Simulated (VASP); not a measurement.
# Si (Fd-3m) in VASP: single point with PBE

Aim: the single point of Si with PBE.

All numbers are computed with VASP 6.6.1; they aren't measurements. Logs are shortened: lines on timing, memory, paths and dates and some standing lists are left out, and cuts for length are marked.

### Step 1. The cell of the first run

It takes space group Fd-3m (No. 227, cubic). The conventional cell has a = 5.470 Å, b = 5.470 Å, c = 5.470 Å, α = 90.00°, β = 90.00°, γ = 90.00°. Si (site symmetry -43m) has 4 Si at 2.37 Å within 3.1 Å.

### Step 2. Single point, PBE

The input, INCAR:

```
ALGO = Normal
EDIFF = 1E-6
ENCUT = 520
GGA = PE
ISIF = 2
ISMEAR = 0
LASPH = T
LCHARG = T
LELF = T
LREAL = Auto
LVHAR = T
LWAVE = F
NBANDS = 46
NELM = 100
PREC = Accurate
SIGMA = 0.01
```

The input, KPOINTS:

```
k-points
0
Gamma
  2 2 2
```

The input, POSCAR:

```
Si
1.0
    0.0000000000      5.4700937624     -5.4700937624
    5.4700937624      5.4700937624      0.0000000000
    5.4700937624      0.0000000000     -5.4700937624
Si
16
Direct
    0.1250000000      0.1250000000      0.1250000000
    0.1250000000      0.6250000000      0.1250000000
    0.6250000000      0.1250000000      0.1250000000
    0.6250000000      0.6250000000      0.1250000000
    0.1250000000      0.1250000000      0.6250000000
    0.1250000000      0.6250000000      0.6250000000
    0.6250000000      0.1250000000      0.6250000000
    0.6250000000      0.6250000000      0.6250000000
    0.2500000000      0.7500000000      0.2500000000
    0.2500000000      0.2500000000      0.2500000000
    0.7500000000      0.7500000000      0.2500000000
    0.7500000000      0.2500000000      0.2500000000
    0.2500000000      0.7500000000      0.7500000000
    0.2500000000      0.2500000000      0.7500000000
    0.7500000000      0.7500000000      0.7500000000
    0.7500000000      0.2500000000      0.7500000000
```

Potentials or basis: VASP PAW PBE potentials, release 64 (Si).

The run is started by

```console
$ cat potpaw_PBE.64/Si/POTCAR > POTCAR
$ mpirun -np 1 vasp_std > vasp.out
```

OUTCAR:

```text
EDIFF = 1E-6
   ENCUT = 520
   GGA = PE
   ISIF = 2
   ISMEAR = 0
   LASPH = T
   LREAL = Auto
   NELM = 100
   PREC = Accurate

 ion  position               nearest neighbor table
   1  0.125  0.125  0.125-   9 2.37  12 2.37  14 2.37  10 2.37
   2  0.125  0.625  0.125-  10 2.37  11 2.37  13 2.37   9 2.37
   3  0.625  0.125  0.125-  10 2.37  11 2.37  16 2.37  12 2.37
   4  0.625  0.625  0.125-   9 2.37  12 2.37  15 2.37  11 2.37
   5  0.125  0.125  0.625-  10 2.37  13 2.37  16 2.37  14 2.37
   6  0.125  0.625  0.625-   9 2.37  14 2.37  15 2.37  13 2.37
[... 8 lines left out ...]
  15  0.750  0.750  0.750-   4 2.37   6 2.37   7 2.37   8 2.37
  16  0.750  0.250  0.750-   3 2.37   5 2.37   8 2.37   7 2.37
[... 6 lines left out ...]
 A1 = (   0.0000000000,   5.4700937624,  -5.4700937624)
 A2 = (   5.4700937624,   5.4700937624,   0.0000000000)
 A3 = (   5.4700937624,   0.0000000000,  -5.4700937624)

Analysis of symmetry for initial positions (statically):
=====================================================================
 Subroutine PRICEL returns following result:

  LATTYP: Found a face centered cubic cell.
 ALAT       =     5.4700937624

  Lattice vectors:

 A1 = (   0.0000000000,   2.7350468812,  -2.7350468812)
 A2 = (   2.7350468812,   2.7350468812,   0.0000000000)
 A3 = (   2.7350468812,   0.0000000000,  -2.7350468812)

   8 primitive cells build up your supercell.

 Routine SETGRP: Setting up the symmetry group for a
 face centered cubic supercell.

 Subroutine GETGRP returns: Found 48 space group operations
 (whereof 24 operations were pure point group operations)
 out of a pool of 48 trial point group operations.

The static configuration has the point symmetry T_d .
 The point group associated with its full space group is O_h .

Analysis of symmetry for dynamics (positions and initial velocities):
=====================================================================
 Subroutine PRICEL returns following result:

  LATTYP: Found a face centered cubic cell.
 ALAT       =     5.4700937624

  Lattice vectors:

 A1 = (   0.0000000000,   2.7350468812,  -2.7350468812)
 A2 = (   2.7350468812,   2.7350468812,   0.0000000000)
 A3 = (   2.7350468812,   0.0000000000,  -2.7350468812)

   8 primitive cells build up your supercell.

 Routine SETGRP: Setting up the symmetry group for a
 face centered cubic supercell.
[... 85 lines left out ...]
   LREAL  =      T    real-space projection
   EDIFFG = 0.1E-04   stopping-criterion for IOM
   NSW    =      0    number of steps for IOM
   IBRION =     -1    ionic relax: 0-MD 1-quasi-New 2-CG
   NFREE  =      0    steps in history (QN), initial steepest desc. (CG)
   ISIF   =      2    stress and relaxation
   ISYM   =      2    0-nonsym 1-usesym 2-fastsym
   POTIM  = 0.5000    time-step for ionic-motion
   TEBEG  =    0.0;   TEEND  =   0.0 temperature during run
   PSTRESS=    0.0 pullay stress
   NELECT =      64.0000    total number of electrons
   NUPDOWN=      -1.0000    fix difference up-down
   EMIN   =  10.00;   EMAX   =-10.00  energy-range for DOS
   EFERMI =   0.00;   METHOD = LEGACY
   ISMEAR =     0;   SIGMA  =   0.01  broadening in eV -4-tet -1-fermi 0-gaus
   EFERMI_NEDOS =   21; number of points for ismear=-14 and -15
   IALGO  =     38    algorithm
   IMIX   =      4    mixing-type and parameters
     AMIX     =   0.40;   BMIX     =  1.00
     AMIX_MAG =   1.60;   BMIX_MAG =  1.00
  volume/ion in A,a.u.               =      20.46       138.07
  Fermi-wavevector in a.u.,A,eV,Ry     =   0.950160  1.795542 12.283393  0.902804
  Thomas-Fermi vector in A             =   2.078511
   LORBIT       =      0    0 simple, 1 ext, 2 COOP (PROOUT), +10 PAW based schemes
   GGA     = PE    functional components
   LHFCALC =     F    Hartree Fock is set to
   AEXX    =    0.0000 exact exchange contribution
   IVDW    =     0    specifies the selected vdW correction
   LEPSILON=     F    determine dielectric tensor
   LRPA    =     F    only Hartree local field effects (RPA)
 non-spin polarized calculation
 Gauss-broadening in eV      SIGMA  =   0.01
  energy-cutoff  :      520.00
  volume of cell :      327.35
 maximum number of plane-waves:      8824
 NGX is ok and might be reduce to    60
   NGX = 29   NGY = 29   NGZ = 29

 number of electron      64.0000007 magnetization

 Free energy of the ion-electron system (eV)
  ---------------------------------------------------
  ext. energy  EPLUGINS =         0.00000000
  ---------------------------------------------------
  free energy    TOTEN  =       -85.32825945 eV

  energy without entropy =      -85.32825945  energy(sigma->0) =      -85.32825945

 E-fermi :   5.7046     XC(G=0):  -9.2974

 val. band max:        5.6521776679   @ k =   0.0000   0.0000   0.0000
 cond. band min:       6.3884696558   @ k =   0.0000   0.0000   0.0000
 fundamental gap:      0.7362919879
 Fermi energy:         5.7045886097

 k-point     1 :       0.0000    0.0000    0.0000
  band No.  band energies     occupation
      1      -6.1659      2.00000
      2      -3.8861      2.00000
      3      -3.8861      2.00000
      4      -3.8861      2.00000
      5      -3.8861      2.00000
      6      -2.0967      2.00000
[... 130 lines left out ...]
     43       9.9121      0.00000
     44       9.9121      0.00000
 [bands above 44 left out]

------------------------ aborting loop because EDIFF is reached ----------------------------------------

  FORCE on cell =-STRESS in cart. coord.  units (eV):
  Direction    XX          YY          ZZ          XY          YZ          ZX
  --------------------------------------------------------------------------------------
  -------------------------------------------------------------------------------------
  Total        1.0651402      1.0651402      1.0651402     -0.0000000      0.0000000     -0.0000000
  in kB        5.2131838      5.2131838      5.2131838     -0.0000000      0.0000000     -0.0000000
  external PRESSURE =       5.2131838 kB  Pullay stress =       0.0000000 kB

 VOLUME and BASIS-vectors are now :
 -----------------------------------------------------------------------------
  energy-cutoff  :      520.00
  volume of cell :      327.35
      direct lattice vectors                 reciprocal lattice vectors
     0.000000000  5.470093762 -5.470093762    -0.091406111  0.091406111 -0.091406111
     5.470093762  5.470093762  0.000000000     0.091406111  0.091406111  0.091406111
     5.470093762  0.000000000 -5.470093762     0.091406111 -0.091406111 -0.091406111

 POSITION                                       TOTAL-FORCE (eV/Angst)
 -----------------------------------------------------------------------------------
      1.36752      1.36752     -1.36752        -0.000000     -0.000000      0.000000
      4.10257      4.10257     -1.36752        -0.000000     -0.000000      0.000000
      1.36752      4.10257     -4.10257        -0.000000     -0.000000      0.000000
      4.10257      6.83762     -4.10257        -0.000000     -0.000000      0.000000
      4.10257      1.36752     -4.10257        -0.000000     -0.000000      0.000000
      6.83762      4.10257     -4.10257        -0.000000     -0.000000      0.000000
[... 8 lines left out ...]
      8.20514      8.20514     -8.20514         0.000000      0.000000     -0.000000
      5.47009      5.47009     -8.20514         0.000000      0.000000     -0.000000
 -----------------------------------------------------------------------------------
    total drift:                               -0.000000      0.000000     -0.000000

  FREE ENERGIE OF THE ION-ELECTRON SYSTEM (eV)
  ---------------------------------------------------
  free  energy   TOTEN  =       -85.3282594502 eV

  energy  without entropy=      -85.3282594502  energy(sigma->0) =      -85.32825945
```

stdout:

```text
POSCAR found type information on POSCAR Si
 POSCAR found :  1 types and      16 ions
 scaLAPACK will be used
 LDA part: xc-table for (Slater+PW92), standard interpolation
 POSCAR, INCAR and KPOINTS ok, starting setup
 FFT: planning ... GRIDC
 FFT: planning ... GRID_SOFT
 FFT: planning ... GRID
 WAVECAR not read
 entering main loop
```

Run time: 3.9 min. Hardware: 1 thread of AMD EPYC 7R13, shared host; peak memory 0.4 GiB.

What came out:

- Free energy: -85.3283 eV
- Pressure: 0.5 GPa
- Band gap on the k mesh: 0.74 eV

Levels at points of the mesh, in eV from the valence-band top:
| k point | band 30 | band 31 | band 32 | band 33 | band 34 | band 35 |
| --- | --- | --- | --- | --- | --- | --- |
| (0.00, 0.00, 0.00) | 0.00 | 0.00 | 0.00 | 0.74 | 0.74 | 0.74 |
| (0.50, 0.00, 0.00) | -0.75 | -0.75 | -0.75 | 1.53 | 1.53 | 1.53 |
| (0.50, 0.50, 0.00) | -1.31 | -1.31 | -1.31 | 1.14 | 1.14 | 2.42 |

Caveat: the k points lie up to 0.50 Å⁻¹ apart.
